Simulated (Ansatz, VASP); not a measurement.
This is a calculation of AlRu for Ansatz 0.2.0.

The input input.yaml:

```yaml
crystal:
  lattice:
    - [2.9511680166, 0.0, 0.0]
    - [0.0, 2.9511680166, 0.0]
    - [0.0, 0.0, 2.9511680166]
  atoms:
    - { symbol: Ru, position: [0.5, 0.5, 0.5] }
    - { symbol: Al, position: [0.0, 0.0, 0.0] }
hamiltonian:
  xc: pbe0
  pseudopotentials: { kind: paw }
kpoints:
  mp_grid: { grid: [4, 4, 4] }
scf:
  occupations: { method: fermi_dirac, width: 0.05 }
output:
  forces: true
  stress: true
  eigenvalues: true
```

Potentials or basis: Ansatz PAW.

Launch:

```console
$ ansatz run input.yaml --threads 2 --pin off --max-ram 5632MiB --backend cpu --events-out ev --progress --plain --runs-dir out
```

Translate it to VASP 6.6.1. Potentials there: VASP PAW PBE potentials, release 64 (Ru_pv, Al).

As run (the cutoff follows the program's own potentials):

POSCAR

```
AlRu
1.0
    2.9511680166      0.0000000000      0.0000000000
    0.0000000000      2.9511680166      0.0000000000
    0.0000000000      0.0000000000      2.9511680166
Ru Al
1 1
Direct
    0.5000000000      0.5000000000      0.5000000000
    0.0000000000      0.0000000000      0.0000000000
```

INCAR.step1

```
SYSTEM = AlRu
ALGO = Normal
EDIFF = 1E-5
ENCUT = 520
GGA = PE
ISIF = 2
ISMEAR = -1
LASPH = .True.
LREAL = .False.
LWAVE = .True.
NBANDS = 16
NELM = 80
PREC = Accurate
SIGMA = 0.05
```

File INCAR.step2:

```
SYSTEM = AlRu
AEXX = 0.25
ALGO = Normal
EDIFF = 1E-6
ENCUT = 520
GGA = PE
ISIF = 2
ISMEAR = -1
ISTART = 1
LASPH = .True.
LCHARG = .True.
LELF = .True.
LHFCALC = .True.
LREAL = .False.
LVHAR = .True.
LWAVE = .False.
NBANDS = 16
NELM = 80
PREC = Accurate
PRECFOCK = Normal
SIGMA = 0.05
```

The input KPOINTS:

```
k-points
0
Gamma
  4 4 4
  0 0 0
```

Potentials or basis: VASP PAW PBE potentials, release 64 (Ru_pv, Al).

Command:

```console
$ cat potpaw_PBE.64/Ru_pv/POTCAR potpaw_PBE.64/Al/POTCAR > POTCAR
$ cp INCAR.step1 INCAR
$ mpirun -np 1 vasp_std > vasp.out
$ cp INCAR.step2 INCAR
$ mpirun -np 1 vasp_std > vasp.out
```

Both were run:

|  | VASP | Ansatz | Ansatz less VASP |
| --- | --- | --- | --- |
| gap on the k mesh at the Fermi level (eV) | none | none | - |
| pressure (GPa) | 1.8 | 1.8 | +0.03 |

A gap of «none» marks a metal or a gap that the smearing closes. VASP's potentials hold 17 valence electrons a cell and Ansatz's 19, so a difference there can come from the potentials and not from the codes.

The k mesh is coarse, so the values compare programs but aren't converged.
